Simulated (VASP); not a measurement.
# Re (P6_3/mmc) in VASP: a series of runs

Re is run at these levels: PBEsol; tasks: single point.

Everything below comes from runs of VASP 6.6.1. Logs are shortened: lines on timing, memory, paths and dates and some standing lists are left out, and cuts for length are marked.

## 1. The cell of the first run

It takes space group P6_3/mmc (No. 194, hexagonal). The conventional cell has a = 2.765 Å, b = 2.765 Å, c = 4.474 Å, α = 90.00°, β = 90.00°, γ = 120.00°. Within 3.6 Å of Re (site symmetry -6m2) lie 12 Re at 2.75 to 2.77 Å.

## 2. Single point, PBEsol

The input, INCAR:

```
PREC = Accurate
ENCUT = 520
EDIFF = 1E-6
ISMEAR = 0
SIGMA = 0.15
LREAL = F
LASPH = T
NELM = 80
ALGO = Normal
ISIF = 2
LWAVE = F
LCHARG = F
GGA = PS
NBANDS = 14
```

The input, KPOINTS:

```
Automatic mesh
0
Gamma
  21 21 12
```

The input, POSCAR:

```
Re
1.0
    2.7653363785      0.0000000000      0.0000000000
   -1.3826681893      2.3948515538      0.0000000000
    0.0000000000      0.0000000000      4.4735766300
Re
2
Direct
    0.3333333333      0.6666666667      0.2500000000
    0.6666666667      0.3333333333      0.7500000000
```

Potentials or basis: VASP PAW PBE potentials, release 64 (Re).

Started as:

```sh
$ cat potpaw_PBE.64/Re/POTCAR > POTCAR
$ mpirun -np 1 vasp_std > vasp.out
```

OUTCAR:

```text
PREC = Accurate
   ENCUT = 520
   EDIFF = 1E-6
   ISMEAR = 0
   LREAL = F
   LASPH = T
   NELM = 80
   ISIF = 2
   GGA = PS

 ion  position               nearest neighbor table
   1  0.333  0.667  0.250-   2 2.75   2 2.75   2 2.75   2 2.75   2 2.75   2 2.75
   2  0.667  0.333  0.750-   1 2.75   1 2.75   1 2.75   1 2.75   1 2.75   1 2.75

  LATTYP: Found a hexagonal cell.
 ALAT       =     2.7653363785
 C/A-ratio  =     1.6177332583

  Lattice vectors:

 A1 = (   2.7653363785,   0.0000000000,   0.0000000000)
 A2 = (  -1.3826681893,   2.3948515538,   0.0000000000)
 A3 = (   0.0000000000,   0.0000000000,   4.4735766300)

Analysis of symmetry for initial positions (statically):
=====================================================================
 Subroutine PRICEL returns:
 Original cell was already a primitive cell.

 Routine SETGRP: Setting up the symmetry group for a
 hexagonal supercell.

 Subroutine GETGRP returns: Found 24 space group operations
 (whereof 12 operations were pure point group operations)
 out of a pool of 24 trial point group operations.

The static configuration has the point symmetry D_3d.
 The point group associated with its full space group is D_6h.

Analysis of symmetry for dynamics (positions and initial velocities):
=====================================================================
 Subroutine PRICEL returns:
 Original cell was already a primitive cell.

 Routine SETGRP: Setting up the symmetry group for a
 hexagonal supercell.

 Subroutine GETGRP returns: Found 24 space group operations
 (whereof 12 operations were pure point group operations)
 out of a pool of 24 trial point group operations.

The dynamic configuration has the point symmetry D_3d.
 The point group associated with its full space group is D_6h.

 Subroutine INISYM returns: Found 24 space group operations
 (whereof 12 operations are pure point group operations),
 and found     1 'primitive' translations

----------------------------------------------------------------------------------------

                                     Primitive cell

  volume of cell :      29.6266

  direct lattice vectors                    reciprocal lattice vectors
     2.765336378  0.000000000  0.000000000     0.361619660  0.208781208  0.000000000
    -1.382668189  2.394851554  0.000000000     0.000000000  0.417562416  0.000000000
     0.000000000  0.000000000  4.473576630     0.000000000  0.000000000  0.223534787
[... 88 lines left out ...]
   IBRION =     -1    ionic relax: 0-MD 1-quasi-New 2-CG
   NFREE  =      0    steps in history (QN), initial steepest desc. (CG)
   ISIF   =      2    stress and relaxation
   ISYM   =      2    0-nonsym 1-usesym 2-fastsym
   POTIM  = 0.5000    time-step for ionic-motion
   TEBEG  =    0.0;   TEEND  =   0.0 temperature during run
   PSTRESS=    0.0 pullay stress
   NELECT =      14.0000    total number of electrons
   NUPDOWN=      -1.0000    fix difference up-down
   EMIN   =  10.00;   EMAX   =-10.00  energy-range for DOS
   EFERMI =   0.00;   METHOD = LEGACY
   ISMEAR =     0;   SIGMA  =   0.15  broadening in eV -4-tet -1-fermi 0-gaus
   EFERMI_NEDOS =   21; number of points for ismear=-14 and -15
   IALGO  =     38    algorithm
   IMIX   =      4    mixing-type and parameters
     AMIX     =   0.40;   BMIX     =  1.00
     AMIX_MAG =   1.60;   BMIX_MAG =  1.00
  volume/ion in A,a.u.               =      14.81        99.96
  Fermi-wavevector in a.u.,A,eV,Ry     =   1.275138  2.409661 22.122743  1.625976
  Thomas-Fermi vector in A             =   2.407867
   LORBIT       =      0    0 simple, 1 ext, 2 COOP (PROOUT), +10 PAW based schemes
   GGA     = PS    functional components
   LHFCALC =     F    Hartree Fock is set to
   AEXX    =    0.0000 exact exchange contribution
   IVDW    =     0    specifies the selected vdW correction
   LEPSILON=     F    determine dielectric tensor
   LRPA    =     F    only Hartree local field effects (RPA)
 non-spin polarized calculation
 Gauss-broadening in eV      SIGMA  =   0.15
  energy-cutoff  :      520.00
  volume of cell :       29.63
 maximum number of plane-waves:       814
 NGX is ok and might be reduce to    24
   NGX = 11   NGY = 11   NGZ = 17

 number of electron      14.0000000 magnetization

 Free energy of the ion-electron system (eV)
  ---------------------------------------------------
  ext. energy  EPLUGINS =         0.00000000
  ---------------------------------------------------
  free energy    TOTEN  =       -26.73532186 eV

  energy without entropy =      -26.71703235  energy(sigma->0) =      -26.72617710

 E-fermi :   7.6290     XC(G=0): -13.7826

 val. band max:        7.6238492701   @ k =   0.1429   0.1429   0.0000
 cond. band min:       7.6296187348   @ k =   0.4286   0.0476   0.1667
 fundamental gap:      0.0057694646
 Fermi energy:         7.6289942595

 k-point     1 :       0.0000    0.0000    0.0000
  band No.  band energies     occupation
      1      -2.2171      2.00000
      2       1.0406      2.00000
      3       6.0474      2.00000
      4       6.0710      2.00000
      5       6.0710      2.00000
      6       6.8963      2.00000
      7       6.8963      2.00000
      8       7.8374      0.04940
      9       7.8374      0.04940
     10       8.2133      0.00000
     11      10.9753      0.00000
     12      10.9753      0.00000
     13      17.5212      0.00000
     14      21.8062      0.00000
[... 377 lines left out ...]
      1       0.0380      2.00000
      2       2.7048      2.00000
      3       4.2952      2.00000
      4       4.3581      2.00000
      5       5.8848      2.00000
      6       6.1748      2.00000
      7       7.3260      1.99571
      8       7.7980      0.11102
      9       8.4584      0.00000
     10       9.2831      0.00000
     11      11.5294      0.00000
     12      16.3113      0.00000
     13      17.0046      0.00000
     14      22.9415      0.00000

 [... further k-points ...]
[... 5 lines left out ...]
  --------------------------------------------------------------------------------------
  -------------------------------------------------------------------------------------
  Total       -1.1839058     -1.1839058     -1.4029047      0.0000000      0.0000000      0.0000000
  in kB      -64.0245124    -64.0245124    -75.8677690      0.0000000      0.0000000      0.0000000
  external PRESSURE =     -67.9722646 kB  Pullay stress =       0.0000000 kB

 VOLUME and BASIS-vectors are now :
 -----------------------------------------------------------------------------
  energy-cutoff  :      520.00
  volume of cell :       29.63
      direct lattice vectors                 reciprocal lattice vectors
     2.765336378  0.000000000  0.000000000     0.361619660  0.208781208  0.000000000
    -1.382668189  2.394851554  0.000000000     0.000000000  0.417562416  0.000000000
     0.000000000  0.000000000  4.473576630     0.000000000  0.000000000  0.223534787

 POSITION                                       TOTAL-FORCE (eV/Angst)
 -----------------------------------------------------------------------------------
     -0.00000      1.59657      1.11839         0.000000     -0.000000      0.000000
      1.38267      0.79828      3.35518        -0.000000      0.000000      0.000000
 -----------------------------------------------------------------------------------
    total drift:                                0.000000     -0.000000     -0.000000

  FREE ENERGIE OF THE ION-ELECTRON SYSTEM (eV)
  ---------------------------------------------------
  free  energy   TOTEN  =       -26.7353218577 eV

  energy  without entropy=      -26.7170323506  energy(sigma->0) =      -26.72617710
```

OSZICAR:

```text
N       E                     dE             d eps       ncg     rms          rms(c)
DAV:   1     0.184623836797E+02    0.18462E+02   -0.67681E+03 18800   0.124E+03
DAV:   2    -0.272548761448E+02   -0.45717E+02   -0.40538E+02 15414   0.282E+02
DAV:   3    -0.282716614257E+02   -0.10168E+01   -0.99490E+00 14618   0.429E+01
DAV:   4    -0.282818842725E+02   -0.10223E-01   -0.10207E-01 14578   0.305E+00
DAV:   5    -0.282820908504E+02   -0.20658E-03   -0.20653E-03 14602   0.751E-01    0.439E+01
DAV:   6    -0.271195072864E+02    0.11626E+01   -0.94963E-01 16426   0.263E+01    0.177E+01
DAV:   7    -0.267488803257E+02    0.37063E+00   -0.61094E-01 16504   0.205E+01    0.583E-01
DAV:   8    -0.267363903494E+02    0.12490E-01   -0.79801E-03 15072   0.799E-01    0.167E-01
DAV:   9    -0.267353156940E+02    0.10747E-02   -0.54203E-04 17380   0.238E-01    0.404E-02
DAV:  10    -0.267353211002E+02   -0.54062E-05   -0.51864E-05 15450   0.814E-02    0.193E-02
DAV:  11    -0.267353221016E+02   -0.10014E-05   -0.17112E-07  8778   0.180E-02    0.228E-03
DAV:  12    -0.267353218577E+02    0.24390E-06   -0.17627E-07  7224   0.873E-03
   1 F= -.26735322E+02 E0= -.26726177E+02  d E =-.182895E-01
```

It took 5.6 min on 1 thread of AMD EPYC 7R43 (Zen 3), shared host; peak memory 0.22 GiB.

What came out:

| Property | Result |
| --- | --- |
| Free energy | -26.7353 eV |
| Pressure | -6.8 GPa |
| Band gap on the k mesh | zero (band 7 reaches 9.15 eV, above the bottom of band 8 at 5.95 eV) |

Stress tensor (GPa, compression positive):
```
-6.40  0.00  0.00
 0.00 -6.40  0.00
 0.00  0.00 -7.59
```

Caveat: the PAW data sets were made with another functional, which shifts forces and pressure a little; spin-orbit coupling is left out, which moves the levels of the heavy elements.

## 3. Single point, PBEsol

The input, INCAR:

```
SYSTEM = Re
PREC = Accurate
ENCUT = 520
EDIFF = 1E-6
ISMEAR = 0
SIGMA = 0.15
LREAL = .False.
LASPH = .True.
NELM = 80
ALGO = Fast
ISIF = 2
LWAVE = .False.
LCHARG = .False.
GGA = PS
NBANDS = 14
```

The input, KPOINTS:

```
Automatic mesh
0
Gamma
  21 21 12
  0 0 0
```

POSCAR is that of step 2.

Potentials or basis: VASP PAW PBE potentials, release 64 (Re).

Started as:

```sh
$ cat potpaw_PBE.64/Re/POTCAR > POTCAR
$ mpirun -np 1 vasp_std > vasp.out
```

OUTCAR:

```text
SYSTEM = Re
   PREC = Accurate
   ENCUT = 520
   EDIFF = 1E-6
   ISMEAR = 0
   LREAL = .False.
   LASPH = .True.
   NELM = 80
   ISIF = 2
   GGA = PS

 ion  position               nearest neighbor table
   1  0.333  0.667  0.250-   2 2.75   2 2.75   2 2.75   2 2.75   2 2.75   2 2.75
   2  0.667  0.333  0.750-   1 2.75   1 2.75   1 2.75   1 2.75   1 2.75   1 2.75

  LATTYP: Found a hexagonal cell.
 ALAT       =     2.7653363785
 C/A-ratio  =     1.6177332583

  Lattice vectors:

 A1 = (   2.7653363785,   0.0000000000,   0.0000000000)
 A2 = (  -1.3826681893,   2.3948515538,   0.0000000000)
[... 590 lines left out ...]
     11      11.5296      0.00000
     12      16.3116      0.00000
     13      17.0049      0.00000
     14      22.9521      0.00000

 [... further k-points ...]
[... 5 lines left out ...]
  --------------------------------------------------------------------------------------
  -------------------------------------------------------------------------------------
  Total       -1.1749054     -1.1749054     -1.3931457      0.0000000     -0.0000000      0.0000000
  in kB      -63.5377781    -63.5377781    -75.3400077      0.0000000     -0.0000000      0.0000000
  external PRESSURE =     -67.4718547 kB  Pullay stress =       0.0000000 kB

 VOLUME and BASIS-vectors are now :
 -----------------------------------------------------------------------------
  energy-cutoff  :      520.00
  volume of cell :       29.63
      direct lattice vectors                 reciprocal lattice vectors
     2.765336378  0.000000000  0.000000000     0.361619660  0.208781208  0.000000000
    -1.382668189  2.394851554  0.000000000     0.000000000  0.417562416  0.000000000
     0.000000000  0.000000000  4.473576630     0.000000000  0.000000000  0.223534787

 POSITION                                       TOTAL-FORCE (eV/Angst)
 -----------------------------------------------------------------------------------
     -0.00000      1.59657      1.11839         0.000000     -0.000000      0.000000
      1.38267      0.79828      3.35518        -0.000000      0.000000      0.000000
 -----------------------------------------------------------------------------------
    total drift:                                0.000000     -0.000000     -0.000000

  FREE ENERGIE OF THE ION-ELECTRON SYSTEM (eV)
  ---------------------------------------------------
  free  energy   TOTEN  =       -26.7353225396 eV

  energy  without entropy=      -26.7170337714  energy(sigma->0) =      -26.72617816
```

It took 6.4 min on 1 thread of AMD EPYC 7R43 (Zen 3), shared host; peak memory 0.21 GiB.

Results:

```yaml
Free_energy: -26.7353 eV
Pressure: -6.7 GPa
Band_gap_on_the_k_mesh: zero (band 7 reaches 9.15 eV, above the bottom of band 8 at 5.95 eV)
```

Stress tensor (GPa, compression positive):
```
-6.35  0.00  0.00
 0.00 -6.35  0.00
 0.00  0.00 -7.53
```

Caveat: the PAW data sets were made with another functional, which shifts forces and pressure a little; spin-orbit coupling is left out, which moves the levels of the heavy elements.
